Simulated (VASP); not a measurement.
# CdSe (Fm-3m) in VASP: notebook

Runs on CdSe. Level: PBEsol. Tasks: single point.

Program: VASP 6.6.1. These are calculated values, not measurements. Logs are shortened: lines on timing, memory, paths and dates and some standing lists are left out, and cuts for length are marked.

## (1) The cell of the first run

Symmetry: Fm-3m, No. 225, cubic system. The conventional cell has a = 5.709 Å, b = 5.709 Å, c = 5.709 Å, α = 90.00°, β = 90.00°, γ = 90.00°. Within 3.8 Å of Cd (site symmetry m-3m) lie 6 Se at 2.85 Å. Se (site symmetry m-3m) has 6 Cd at 2.85 Å within 3.8 Å.

## (2) Single point, PBEsol

File INCAR:

```
SYSTEM = CdSe
PREC = Accurate ; ENCUT = 500
EDIFF = 1E-6 ; ISMEAR = -1
SIGMA = 0.02 ; LREAL = .False.
LASPH = .True. ; NELM = 120
ALGO = Normal ; ISIF = 2
LWAVE = .False. ; LCHARG = .False.
GGA = PS ; NBANDS = 16
GGA_COMPAT = .False.
```

File KPOINTS:

```
Automatic mesh
0
Gamma
  6 6 6
  0 0 0
```

File POSCAR:

```
CdSe
1.0
    0.0000000000      2.8546691101      2.8546691101
    2.8546691101      0.0000000000      2.8546691101
    2.8546691101      2.8546691101      0.0000000000
Cd Se
1 1
Direct
    0.0000000000      0.0000000000      0.0000000000
    0.5000000000      0.5000000000      0.5000000000
```

Potentials or basis: VASP PAW PBE potentials, release 64 (Cd, Se).

Started as:

```console
$ cat potpaw_PBE.64/Cd/POTCAR potpaw_PBE.64/Se/POTCAR > POTCAR
$ mpirun -np 1 vasp_std > vasp.out
```

OUTCAR:

```text
SYSTEM = CdSe
   PREC = Accurate
   ENCUT = 500
   EDIFF = 1E-6
   ISMEAR = -1
   LREAL = .False.
   LASPH = .True.
   NELM = 120
   ISIF = 2
   GGA = PS

 ion  position               nearest neighbor table
   1  0.000  0.000  0.000-   2 2.85   2 2.85   2 2.85   2 2.85   2 2.85   2 2.85
   2  0.500  0.500  0.500-   1 2.85   1 2.85   1 2.85   1 2.85   1 2.85   1 2.85

  LATTYP: Found a face centered cubic cell.
 ALAT       =     5.7093382202

  Lattice vectors:

 A1 = (   0.0000000000,   2.8546691101,   2.8546691101)
 A2 = (   2.8546691101,   0.0000000000,   2.8546691101)
 A3 = (   2.8546691101,   2.8546691101,   0.0000000000)

Analysis of symmetry for initial positions (statically):
=====================================================================
 Subroutine PRICEL returns:
 Original cell was already a primitive cell.

 Routine SETGRP: Setting up the symmetry group for a
 face centered cubic supercell.

 Subroutine GETGRP returns: Found 48 space group operations
 (whereof 48 operations were pure point group operations)
 out of a pool of 48 trial point group operations.

The static configuration has the point symmetry O_h .

Analysis of symmetry for dynamics (positions and initial velocities):
=====================================================================
 Subroutine PRICEL returns:
 Original cell was already a primitive cell.

 Routine SETGRP: Setting up the symmetry group for a
 face centered cubic supercell.

 Subroutine GETGRP returns: Found 48 space group operations
 (whereof 48 operations were pure point group operations)
 out of a pool of 48 trial point group operations.

The dynamic configuration has the point symmetry O_h .

 Subroutine INISYM returns: Found 48 space group operations
 (whereof 48 operations are pure point group operations),
 and found     1 'primitive' translations

----------------------------------------------------------------------------------------

                                     Primitive cell

  volume of cell :      46.5262

  direct lattice vectors                    reciprocal lattice vectors
     0.000000000  2.854669110  2.854669110    -0.175151648  0.175151648  0.175151648
     2.854669110  0.000000000  2.854669110     0.175151648 -0.175151648  0.175151648
     2.854669110  2.854669110  0.000000000     0.175151648  0.175151648 -0.175151648

  length of vectors
     4.037111772  4.037111772  4.037111772     0.303371554  0.303371554  0.303371554

  position of ions in fractional coordinates (direct lattice)
     0.000000000  0.000000000  0.000000000
     0.500000000  0.500000000  0.500000000

  ion indices of the primitive-cell ions
   primitive index   ion index
                 1           1
                 2           2

----------------------------------------------------------------------------------------

 KPOINTS: Automatic mesh

Automatic generation of k-mesh.
 Grid dimensions read from file:
 generate k-points for:    6    6    6

 Generating k-lattice:

  Cartesian coordinates                     Fractional coordinates (reciprocal lattice)
    -0.029191941  0.029191941  0.029191941     0.166666667  0.000000000  0.000000000
     0.029191941 -0.029191941  0.029191941     0.000000000  0.166666667  0.000000000
     0.029191941  0.029191941 -0.029191941     0.000000000  0.000000000  0.166666667

  Length of vectors
     0.050561926  0.050561926  0.050561926

  Shift w.r.t. Gamma in fractional coordinates (k-lattice)
     0.000000000  0.000000000  0.000000000

 Subroutine IBZKPT returns following result:
 ===========================================

 Found     16 irreducible k-points:

 Following reciprocal coordinates:
            Coordinates               Weight
  0.000000  0.000000  0.000000      1.000000
  0.166667  0.000000  0.000000      8.000000
  0.333333  0.000000  0.000000      8.000000
  0.500000  0.000000  0.000000      4.000000
  0.166667  0.166667  0.000000      6.000000
  0.333333  0.166667  0.000000     24.000000
[... 8 lines left out ...]
 -0.333333  0.333333  0.166667     24.000000
 -0.333333  0.500000  0.166667     12.000000
   k-points           NKPTS =     16   k-points in BZ     NKDIM =     16   number of bands    NBANDS=     16
   number of dos      NEDOS =    301   number of ions     NIONS =      2
   total plane-waves  NPLWV =  27000
   dimension x,y,z NGX =    30 NGY =   30 NGZ =   30
   dimension x,y,z NGXF=    60 NGYF=   60 NGZF=   60
   ions per type =               1   1
   NGX,Y,Z   is equivalent  to a cutoff of  12.35, 12.35, 12.35 a.u.
   NGXF,Y,Z  is equivalent  to a cutoff of  24.71, 24.71, 24.71 a.u.
 SYSTEM =  CdSe
   PREC   = accura    normal or accurate (medium, high low for compatibility)
   ISTART =      0    job   : 0-new  1-cont  2-samecut
   ICHARG =      2    charge: 1-file 2-atom 10-const
   ISPIN  =      1    spin polarized calculation?
   LNONCOLLINEAR =      F non collinear calculations
   LSORBIT =      F    spin-orbit coupling
   LASPH  =      T    aspherical Exc in radial PAW
   ENCUT  =  500.0 eV  36.75 Ry    6.06 a.u.   7.36  7.36  7.36*2*pi/ulx,y,z
   NELM   =    120;   NELMIN=  2; NELMDL= -5     # of ELM steps
   EDIFF  = 0.1E-05   stopping-criterion for ELM
   LREAL  =      F    real-space projection
   EDIFFG = 0.1E-04   stopping-criterion for IOM
   NSW    =      0    number of steps for IOM
   IBRION =     -1    ionic relax: 0-MD 1-quasi-New 2-CG
   NFREE  =      0    steps in history (QN), initial steepest desc. (CG)
   ISIF   =      2    stress and relaxation
   ISYM   =      2    0-nonsym 1-usesym 2-fastsym
   POTIM  = 0.5000    time-step for ionic-motion
   TEBEG  =    0.0;   TEEND  =   0.0 temperature during run
   PSTRESS=    0.0 pullay stress
   NELECT =      18.0000    total number of electrons
   NUPDOWN=      -1.0000    fix difference up-down
   EMIN   =  10.00;   EMAX   =-10.00  energy-range for DOS
   EFERMI =   0.00;   METHOD = LEGACY
   ISMEAR =    -1;   SIGMA  =   0.02  broadening in eV -4-tet -1-fermi 0-gaus
   EFERMI_NEDOS =   21; number of points for ismear=-14 and -15
   IALGO  =     38    algorithm
   IMIX   =      4    mixing-type and parameters
     AMIX     =   0.40;   BMIX     =  1.00
     AMIX_MAG =   1.60;   BMIX_MAG =  1.00
  volume/ion in A,a.u.               =      23.26       156.99
  Fermi-wavevector in a.u.,A,eV,Ry     =   1.192889  2.254233 19.360862  1.422983
  Thomas-Fermi vector in A             =   2.328916
   LORBIT       =      0    0 simple, 1 ext, 2 COOP (PROOUT), +10 PAW based schemes
   GGA     = PS    functional components
   LHFCALC =     F    Hartree Fock is set to
   AEXX    =    0.0000 exact exchange contribution
   IVDW    =     0    specifies the selected vdW correction
   LEPSILON=     F    determine dielectric tensor
   LRPA    =     F    only Hartree local field effects (RPA)
 non-spin polarized calculation
  energy-cutoff  :      500.00
  volume of cell :       46.53
 maximum number of plane-waves:      1243
 NGX is ok and might be reduce to    30
   NGX = 15   NGY = 15   NGZ = 15

 number of electron      18.0000003 magnetization

 Free energy of the ion-electron system (eV)
  ---------------------------------------------------
  ext. energy  EPLUGINS =         0.00000000
  ---------------------------------------------------
  free energy    TOTEN  =        -5.97328531 eV

  energy without entropy =       -5.97163044  energy(sigma->0) =       -5.97245787

 E-fermi :   2.3060     XC(G=0): -10.2838

 val. band max:        2.2726601847   @ k =  -0.1667   0.1667   0.0000
 cond. band min:       2.3565718150   @ k =   0.0000   0.0000   0.0000
 fundamental gap:      0.0839116303
 Fermi energy:         2.3060371569

 k-point     1 :       0.0000    0.0000    0.0000
  band No.  band energies     occupation
      1     -10.7272      2.00000
      2      -5.6020      2.00000
      3      -5.6020      2.00000
      4      -5.5836      2.00000
      5      -5.5836      2.00000
      6      -5.5836      2.00000
[... 8 lines left out ...]
     15      12.0819      0.00000
     16      12.0819      0.00000

 k-point     2 :       0.1667    0.0000    0.0000
  band No.  band energies     occupation
      1     -10.5247      2.00000
      2      -5.6615      2.00000
      3      -5.6615      2.00000
      4      -5.6031      2.00000
      5      -5.5487      2.00000
      6      -5.5487      2.00000
[... 8 lines left out ...]
     15      11.8469      0.00000
     16      11.8469      0.00000

 k-point     3 :       0.3333    0.0000    0.0000
  band No.  band energies     occupation
      1     -10.0516      2.00000
      2      -5.7802      2.00000
      3      -5.7802      2.00000
      4      -5.6798      2.00000
      5      -5.4734      2.00000
      6      -5.4734      2.00000
[... 8 lines left out ...]
     15      13.4098      0.00000
     16      13.4098      0.00000

 k-point     4 :       0.5000    0.0000    0.0000
  band No.  band energies     occupation
      1      -9.7643      2.00000
      2      -5.8376      2.00000
      3      -5.8376      2.00000
      4      -5.7578      2.00000
      5      -5.4351      2.00000
      6      -5.4351      2.00000
[... 8 lines left out ...]
     15      15.1959      0.00000
     16      15.1959      0.00000
[... 172 lines left out ...]
 k-point    14 :       0.5000    0.3333    0.1667
  band No.  band energies     occupation
      1      -9.9009      2.00000
      2      -5.7015      2.00000
      3      -5.6309      2.00000
      4      -5.6167      2.00000
      5      -5.4430      2.00000
      6      -5.3559      2.00000
[... 8 lines left out ...]
     15      15.5769      0.00000
     16      16.1627      0.00000

 k-point    15 :      -0.3333    0.3333    0.1667
  band No.  band energies     occupation
      1      -9.7803      2.00000
      2      -5.7439      2.00000
      3      -5.6035      2.00000
      4      -5.5839      2.00000
      5      -5.4087      2.00000
      6      -5.2276      2.00000
[... 8 lines left out ...]
     15      13.9424      0.00000
     16      16.6891      0.00000

 k-point    16 :      -0.3333    0.5000    0.1667
  band No.  band energies     occupation
      1      -9.8162      2.00000
      2      -5.6544      2.00000
      3      -5.6452      2.00000
      4      -5.4910      2.00000
      5      -5.3806      2.00000
      6      -4.9938      2.00000
[... 8 lines left out ...]
     15      15.3227      0.00000
     16      17.2551      0.00000

------------------------ aborting loop because EDIFF is reached ----------------------------------------

  FORCE on cell =-STRESS in cart. coord.  units (eV):
  Direction    XX          YY          ZZ          XY          YZ          ZX
  --------------------------------------------------------------------------------------
  -------------------------------------------------------------------------------------
  Total       -0.6824677     -0.6824677     -0.6824677      0.0000000     -0.0000000     -0.0000000
  in kB      -23.5014880    -23.5014880    -23.5014880      0.0000000     -0.0000000     -0.0000000
  external PRESSURE =     -23.5014880 kB  Pullay stress =       0.0000000 kB

 VOLUME and BASIS-vectors are now :
 -----------------------------------------------------------------------------
  energy-cutoff  :      500.00
  volume of cell :       46.53
      direct lattice vectors                 reciprocal lattice vectors
     0.000000000  2.854669110  2.854669110    -0.175151648  0.175151648  0.175151648
     2.854669110  0.000000000  2.854669110     0.175151648 -0.175151648  0.175151648
     2.854669110  2.854669110  0.000000000     0.175151648  0.175151648 -0.175151648

 POSITION                                       TOTAL-FORCE (eV/Angst)
 -----------------------------------------------------------------------------------
      0.00000      0.00000      0.00000        -0.000000     -0.000000      0.000000
      2.85467      2.85467      2.85467         0.000000      0.000000     -0.000000
 -----------------------------------------------------------------------------------
    total drift:                               -0.000000      0.000000      0.000000

  FREE ENERGIE OF THE ION-ELECTRON SYSTEM (eV)
  ---------------------------------------------------
  free  energy   TOTEN  =        -5.9732853095 eV

  energy  without entropy=       -5.9716304365  energy(sigma->0) =       -5.97245787
```

Wall time 24 s (1 thread of Intel Xeon 8259CL, shared host); peak memory 0.17 GiB.

What came out:

- Free energy: -5.9733 eV
- Pressure: -2.4 GPa
- Band gap on the k mesh: zero (band 9 reaches 2.27 eV, above the bottom of band 10 at 1.77 eV)

Caveat: the PAW data sets were made with another functional, which shifts forces and pressure a little.

## (3) Single point, PBEsol

This run uses another cell than the first one, of 23.74 Å³/atom, 1.020 times its volume.

File INCAR:

```
  PREC = Accurate
  ENCUT = 500
  EDIFF = 1E-6
  ISMEAR = -1
  SIGMA = 0.02
  LREAL = False
  LASPH = True
  NELM = 120
  ALGO = Normal
  ISIF = 2
  LWAVE = False
  LCHARG = True
  GGA = PS
  LELF = True
  LVHAR = True
  NBANDS = 16
  GGA_COMPAT = False
```

File KPOINTS:

```
regular mesh
0
Gamma
  6 6 6
```

File POSCAR:

```
CdSe
1.0
    0.0000000000      2.8739580000      2.8739580000
    2.8739580000      0.0000000000      2.8739580000
    2.8739580000      2.8739580000      0.0000000000
Cd Se
1 1
Direct
    0.0000000000      0.0000000000      0.0000000000
    0.5000000000      0.5000000000      0.5000000000
```

Potentials or basis: VASP PAW PBE potentials, release 64 (Cd, Se).

Started as:

```console
$ cat potpaw_PBE.64/Cd/POTCAR potpaw_PBE.64/Se/POTCAR > POTCAR
$ mpirun -np 1 vasp_std > vasp.out
```

It took 25 s on 1 thread of Intel Xeon 8259CL, shared host; peak memory 0.17 GiB.

It converged, with:

```
Free energy            : -5.9561 eV
Pressure               : -3.4 GPa
Band gap on the k mesh : zero (band 9 reaches 2.09 eV, above the bottom of band 10 at 1.59 eV)
```

Levels at points of the mesh, in eV from the Fermi level:
| k point | band 7 | band 8 | band 9 | band 10 | band 11 | band 12 |
| --- | --- | --- | --- | --- | --- | --- |
| (0.00, 0.00, 0.00) | -0.60 | -0.60 | -0.60 | -0.02 | 8.59 | 8.59 |
| (0.50, 0.00, 0.00) | -4.96 | -0.03 | -0.03 | 2.91 | 5.19 | 5.19 |
| (0.50, 0.50, 0.00) | -4.12 | -2.06 | -2.06 | -0.52 | 5.37 | 9.61 |

Caveat: the PAW data sets were made with another functional, which shifts forces and pressure a little.
